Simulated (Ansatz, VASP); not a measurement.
CsBr: VASP beside Ansatz

POSCAR

```
CsBr
1.0
    4.2860000000      0.0000000000      0.0000000000
    0.0000000000      4.2860000000      0.0000000000
    0.0000000000      0.0000000000      4.2860000000
Cs Br
1 1
Direct
    0.0000000000      0.0000000000      0.0000000000
    0.5000000000      0.5000000000      0.5000000000
```

File INCAR.step1:

```
SYSTEM = CsBr
PREC = Accurate
ENCUT = 550
ISMEAR = -1
SIGMA = 0.02
LREAL = .False.
LASPH = .True.
NELM = 120
GGA = PE
ALGO = Normal
EDIFF = 1E-5
LWAVE = .True.
LCHARG = .False.
GGA_COMPAT = .False.
IBRION = 2
ISIF = 3
EDIFFG = -0.005
NELMIN = 4
NSW = 100
```

Contents of INCAR.step2:

```
SYSTEM = CsBr
PREC = Accurate
ENCUT = 550
EDIFF = 1E-7
ISMEAR = -1
SIGMA = 0.02
LREAL = .False.
LASPH = .True.
NELM = 120
ALGO = Normal
ISIF = 3
LWAVE = .False.
LCHARG = .False.
METAGGA = R2SCAN
LMIXTAU = .True.
IBRION = 2
NSW = 80
EDIFFG = -0.01
ISTART = 1
GGA_COMPAT = .False.
NELMIN = 4
```

KPOINTS

```
regular mesh
0
Gamma
  6 6 6
  0 0 0
```

Input for Ansatz:

```yaml
crystal:
  lattice:
    - [4.286, 0.0, 0.0]
    - [0.0, 4.286, 0.0]
    - [0.0, 0.0, 4.286]
  atoms:
    - { symbol: Cs, position: [0.0, 0.0, 0.0] }
    - { symbol: Br, position: [0.5, 0.5, 0.5] }
  symmetry: { tolerance: 0.0003 }
hamiltonian:
  xc: r2scan
  pseudopotentials: { kind: paw, azcp: { folder: soft_1 } }
basis:
  ecutwfc: 500
magnetization:
  spin_polarized: false
scf:
  occupations: { method: fermi_dirac, width: 0.02 }
kpoints:
  mp_grid: { grid: [6, 6, 6], shift: [0, 0, 0] }
output:
  forces: true
  stress: true
  eigenvalues: true
relax:
  max_steps: 60
  cell: {}
```

Alike in both runs: task relaxation of cell and atoms; functional r2SCAN; k mesh 6 × 6 × 6; occupations fermi-dirac, width 0.02 eV; no spin polarisation.

```csv
,VASP,Ansatz
version,VASP 6.6.1,Ansatz 0.2.0
potentials or method,"VASP PAW PBE potentials, release 64 (Cs_sv, Br), cutoff 550 eV",PAW plane waves
valence electrons in the cell,16,16
```

```tsv
	VASP	Ansatz	Ansatz less VASP
gap on the k mesh at the Fermi level, each at its own relaxed structure (eV)	5.16	5.19	+0.031
relaxed volume (Å³/atom)	40.54	40.38	-0.155
relaxed length of the cell vector where the two differ most in proportion (Å)	4.328	4.323	-0.0055
```

VASP's potentials were made for PBE, not for r2SCAN.

Spin-orbit coupling is off throughout.
